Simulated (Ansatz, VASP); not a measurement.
Two plane-wave programs on YAl3N4

Contents of INCAR:

```
SYSTEM = YAl3N4
  ALGO = Normal
  EDIFF = 1E-6
  EDIFFG = -0.01
  ENCUT = 600
  GGA = PE
  IBRION = 2
  ISIF = 3
  ISMEAR = 0
  LASPH = .True.
  LCHARG = .False.
  LREAL = .False.
  LWAVE = .False.
  NELM = 60
  NSW = 100
  PREC = Accurate
  SIGMA = 0.02
```

Contents of KPOINTS:

```
k-points
0
Gamma
  6 6 6
  0 0 0
```

Contents of POSCAR:

```
YAl3N4
1.0
    4.3869337122      0.0000000000      0.0000000000
    0.0000000000      4.3869337122      0.0000000000
    0.0000000000      0.0000000000      4.3869337122
Y Al N
1 3 4
Direct
    0.5000000000      0.5000000000      0.5000000000
    0.0000000000      0.0000000000      0.5000000000
    0.5000000000      0.0000000000      0.0000000000
    0.0000000000      0.5000000000      0.0000000000
    0.5000000000      0.5000000000      0.0000000000
    0.0000000000      0.5000000000      0.5000000000
    0.5000000000      0.0000000000      0.5000000000
    0.0000000000      0.0000000000      0.0000000000
```

Input for Ansatz:

```yaml
crystal:
  lattice:
    - [4.3869337122, 0.0, 0.0]
    - [0.0, 4.3869337122, 0.0]
    - [0.0, 0.0, 4.3869337122]
  atoms:
    - { symbol: "Y", position: [0.5, 0.5, 0.5] }
    - { symbol: Al, position: [0.0, 0.0, 0.5] }
    - { symbol: Al, position: [0.5, 0.0, 0.0] }
    - { symbol: Al, position: [0.0, 0.5, 0.0] }
    - { symbol: "N", position: [0.5, 0.5, 0.0] }
    - { symbol: "N", position: [0.0, 0.5, 0.5] }
    - { symbol: "N", position: [0.5, 0.0, 0.5] }
    - { symbol: "N", position: [0.0, 0.0, 0.0] }
basis:
  ecutwfc: 420
kpoints:
  mp_grid: { grid: [6, 6, 6] }
hamiltonian:
  xc: pbe
scf:
  occupations: { method: gaussian, width: 0.02 }
output:
  forces: true
  stress: true
  eigenvalues: true
relax:
  adjacent_minimum: "off"
  f_tol: 0.01
  max_steps: 80
  cell: { stress_tol: 0.05 }
```

Alike in both runs: task relaxation of cell and atoms; functional PBE; k mesh 6 × 6 × 6; occupations gaussian, width 0.02 eV; no spin polarisation.

|  | VASP | Ansatz |
| --- | --- | --- |
| version | VASP 6.6.1 | Ansatz 0.2.0 |
| potentials or method | VASP PAW PBE potentials, release 64 (Y_sv, Al, N), cutoff 600 eV | scalar-relativistic, plane waves, PAW |
| valence electrons in the cell | 40 | 40 |

|  | VASP | Ansatz | Ansatz less VASP |
| --- | --- | --- | --- |
| gap on the k mesh at the Fermi level, each at its own relaxed structure (eV) | 1.38 | 1.38 | 0.000 |
| relaxed volume (Å³/atom) | 10.53 | 10.55 | +0.025 |
| relaxed length of the cell vector where the two differ most in proportion (Å) | 4.384 | 4.387 | +0.0034 |
